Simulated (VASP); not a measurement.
# Ir (Fm-3m) in VASP: notebook, part 2 of 2

VASP 6.6.1. Earlier steps stand in the parts before.

### 3 Single point, PBE

INCAR

```
PREC = Accurate ; ENCUT = 520
EDIFF = 1E-6 ; ISMEAR = 0
SIGMA = 0.011 ; LREAL = False
LASPH = True ; NELM = 60
ALGO = Normal ; ISIF = 2
LWAVE = False ; LCHARG = True
GGA = PE ; LELF = True
LVHAR = True ; NBANDS = 10
```

KPOINTS

```
regular mesh
0
Gamma
  12 12 12
```

POSCAR

```
Ir
1.0
    0.0000000000      1.9156000000      1.9156000000
    1.9156000000      0.0000000000      1.9156000000
    1.9156000000      1.9156000000      0.0000000000
Ir
1
Direct
    0.0000000000      0.0000000000      0.0000000000
```

Potentials or basis: VASP PAW PBE potentials, release 64 (Ir).

The run is started by

```sh
cat potpaw_PBE.64/Ir/POTCAR > POTCAR
mpirun -np 1 vasp_std > vasp.out
```

OUTCAR:

```text
PREC = Accurate
   ENCUT = 520
   EDIFF = 1E-6
   ISMEAR = 0
   LREAL = False
   LASPH = True
   NELM = 60
   ISIF = 2
   GGA = PE

 ion  position               nearest neighbor table
   1  0.000  0.000  0.000-

  LATTYP: Found a face centered cubic cell.
 ALAT       =     3.8312000000

  Lattice vectors:

 A1 = (   0.0000000000,   1.9156000000,   1.9156000000)
 A2 = (   1.9156000000,   0.0000000000,   1.9156000000)
 A3 = (   1.9156000000,   1.9156000000,   0.0000000000)

Analysis of symmetry for initial positions (statically):
[... 5 lines left out ...]
 face centered cubic supercell.

 Subroutine GETGRP returns: Found 48 space group operations
 (whereof 48 operations were pure point group operations)
 out of a pool of 48 trial point group operations.

The static configuration has the point symmetry O_h .

Analysis of symmetry for dynamics (positions and initial velocities):
[... 5 lines left out ...]
 face centered cubic supercell.

 Subroutine GETGRP returns: Found 48 space group operations
 (whereof 48 operations were pure point group operations)
 out of a pool of 48 trial point group operations.

The dynamic configuration has the point symmetry O_h .

 Subroutine INISYM returns: Found 48 space group operations
 (whereof 48 operations are pure point group operations),
 and found     1 'primitive' translations

----------------------------------------------------------------------------------------

                                     Primitive cell

  volume of cell :      14.0587

  direct lattice vectors                    reciprocal lattice vectors
     0.000000000  1.915600000  1.915600000    -0.261014826  0.261014826  0.261014826
     1.915600000  0.000000000  1.915600000     0.261014826 -0.261014826  0.261014826
     1.915600000  1.915600000  0.000000000     0.261014826  0.261014826 -0.261014826

  length of vectors
     2.709067500  2.709067500  2.709067500     0.452090940  0.452090940  0.452090940

  position of ions in fractional coordinates (direct lattice)
     0.000000000  0.000000000  0.000000000

  ion indices of the primitive-cell ions
   primitive index   ion index
[... 91 lines left out ...]
   IMIX   =      4    mixing-type and parameters
     AMIX     =   0.40;   BMIX     =  1.00
     AMIX_MAG =   1.60;   BMIX_MAG =  1.00
  volume/ion in A,a.u.               =      14.06        94.87
  Fermi-wavevector in a.u.,A,eV,Ry     =   1.410937  2.666284 27.085691  1.990742
  Thomas-Fermi vector in A             =   2.532839
   LORBIT       =      0    0 simple, 1 ext, 2 COOP (PROOUT), +10 PAW based schemes
   GGA     = PE    functional components
   LHFCALC =     F    Hartree Fock is set to
   AEXX    =    0.0000 exact exchange contribution
   IVDW    =     0    specifies the selected vdW correction
   LEPSILON=     F    determine dielectric tensor
   LRPA    =     F    only Hartree local field effects (RPA)
 non-spin polarized calculation
 Gauss-broadening in eV      SIGMA  =   0.01
  energy-cutoff  :      520.00
  volume of cell :       14.06
 maximum number of plane-waves:       388
   NGX =  9   NGY =  9   NGZ =  9

 number of electron       9.0000000 magnetization

 Free energy of the ion-electron system (eV)
  ---------------------------------------------------
  ext. energy  EPLUGINS =         0.00000000
  ---------------------------------------------------
  free energy    TOTEN  =        -8.85123674 eV

  energy without entropy =       -8.85115505  energy(sigma->0) =       -8.85119590

 E-fermi :  10.5437     XC(G=0): -14.0262

 val. band max:       10.5299810249   @ k =  -0.3333   0.3333   0.0000
 cond. band min:      10.5484703264   @ k =  -0.2500   0.0833   0.0000
 fundamental gap:      0.0184893015
 Fermi energy:        10.5437241104

 k-point     1 :       0.0000    0.0000    0.0000
  band No.  band energies     occupation
      1      -0.6718      2.00000
      2       6.5917      2.00000
      3       6.5917      2.00000
      4       6.5917      2.00000
      5       9.3047      2.00000
      6       9.3047      2.00000
      7      24.8321      0.00000
      8      30.4509      0.00000
      9      30.4509      0.00000
     10      30.4509      0.00000
[... 287 lines left out ...]
 k-point    24 :      -0.4167    0.1667    0.0000
  band No.  band energies     occupation
      1       3.2988      2.00000
      2       5.7152      2.00000
      3       7.3161      2.00000
      4       7.5012      2.00000
      5      10.9715      0.00000
      6      14.3179      0.00000
      7      17.8204      0.00000
      8      25.8542      0.00000
      9      28.1356      0.00000
     10      30.1620      0.00000

 [... further k-points ...]
[... 5 lines left out ...]
  --------------------------------------------------------------------------------------
  -------------------------------------------------------------------------------------
  Total        1.0322751      1.0322751      1.0322751     -0.0000000      0.0000000     -0.0000000
  in kB      117.6417720    117.6417720    117.6417720     -0.0000000      0.0000000     -0.0000000
  external PRESSURE =     117.6417720 kB  Pullay stress =       0.0000000 kB

 VOLUME and BASIS-vectors are now :
 -----------------------------------------------------------------------------
  energy-cutoff  :      520.00
  volume of cell :       14.06
      direct lattice vectors                 reciprocal lattice vectors
     0.000000000  1.915600000  1.915600000    -0.261014826  0.261014826  0.261014826
     1.915600000  0.000000000  1.915600000     0.261014826 -0.261014826  0.261014826
     1.915600000  1.915600000  0.000000000     0.261014826  0.261014826 -0.261014826

 POSITION                                       TOTAL-FORCE (eV/Angst)
 -----------------------------------------------------------------------------------
      0.00000      0.00000      0.00000        -0.000000      0.000000     -0.000000
 -----------------------------------------------------------------------------------
    total drift:                                0.000000      0.000000     -0.000000

  FREE ENERGIE OF THE ION-ELECTRON SYSTEM (eV)
  ---------------------------------------------------
  free  energy   TOTEN  =        -8.8512367434 eV

  energy  without entropy=       -8.8511550530  energy(sigma->0) =       -8.85119590
```

stdout:

```text
POSCAR found type information on POSCAR Ir
 POSCAR found :  1 types and       1 ions
 scaLAPACK will be used
 LDA part: xc-table for (Slater+PW92), standard interpolation
 POSCAR, INCAR and KPOINTS ok, starting setup
 FFT: planning ... GRIDC
 FFT: planning ... GRID_SOFT
 FFT: planning ... GRID
 WAVECAR not read
 entering main loop
```

Wall time 16 s (1 thread of Intel Xeon 8259CL, shared host); peak memory 0.13 GiB.

What came out:

```yaml
Free_energy: -8.8512 eV
Pressure: 11.8 GPa
```

Caveat: spin-orbit coupling is left out, which moves the levels of the heavy elements.

### 4 Single point, PBEsol, non-collinear spin, zero start, spin-orbit coupling

INCAR

```
SYSTEM = Ir
  ALGO = Fast
  EDIFF = 1E-7
  ENCUT = 520
  GGA = PS
  GGA_COMPAT = .False.
  ISIF = 2
  ISMEAR = -1
  LASPH = .True.
  LCHARG = .True.
  LMAXMIX = 4
  LNONCOLLINEAR = .True.
  LORBIT = 11
  LORBMOM = .True.
  LREAL = .False.
  LSORBIT = .True.
  LVHAR = .True.
  LWAVE = .False.
  MAGMOM = 0 0 0
  NBANDS = 20
  NELM = 150
  PREC = Accurate
  SIGMA = 0.05
```

KPOINTS

```
k-points
0
Gamma
  9 9 9
  0 0 0
```

POSCAR is that of step 3.

The run is started by

```sh
cat potpaw_PBE.64/Ir/POTCAR > POTCAR
mpirun -np 1 vasp_ncl > vasp.out
```

Run time: 58 s. Hardware: 1 thread of Intel Xeon 8259CL, shared host; peak memory 0.17 GiB.

The run converged. Its results:

* Free energy: -10.2362 eV
* Pressure: 1.3 GPa
* Net moment: 0.00 μB per cell
* Valence electrons inside the program's atomic spheres: Ir 8.41

Moments on the atoms (μB; x, y, z):
```
Ir  0.00 0.00 0.00
```

Caveat: the PAW data sets were made with another functional, which shifts forces and pressure a little.

### 5 The runs side by side

| level | spin | k mesh | smearing | gap on the mesh (eV) | pressure (GPa) |
| --- | --- | --- | --- | --- | --- |
| PBE | off | 12 × 12 × 12 | gaussian 0.012 eV | none | 11.8 |
| PBE | off | 12 × 12 × 12 | gaussian 0.011 eV | none | 11.8 |
| PBEsol | non-collinear, zero start, SOC | 9 × 9 × 9 | fermi-dirac 0.05 eV | - | 1.3 |

Alike in all rows: task single point; potentials or basis VASP PAW PBE potentials, release 64 (Ir); cell as given; cutoff (eV) 520.

The pressure there spans 1.3 GPa (PBEsol) to 11.8 GPa (PBE); a positive pressure means that this level wants a larger cell, a negative one a smaller.

Caveats: spin-orbit coupling is left out, which moves the levels of the heavy elements (some runs); the PAW data sets were made with another functional, which shifts forces and pressure a little (some runs).

Total energies depend on the potentials used, so only differences within one code and one set of settings carry meaning.
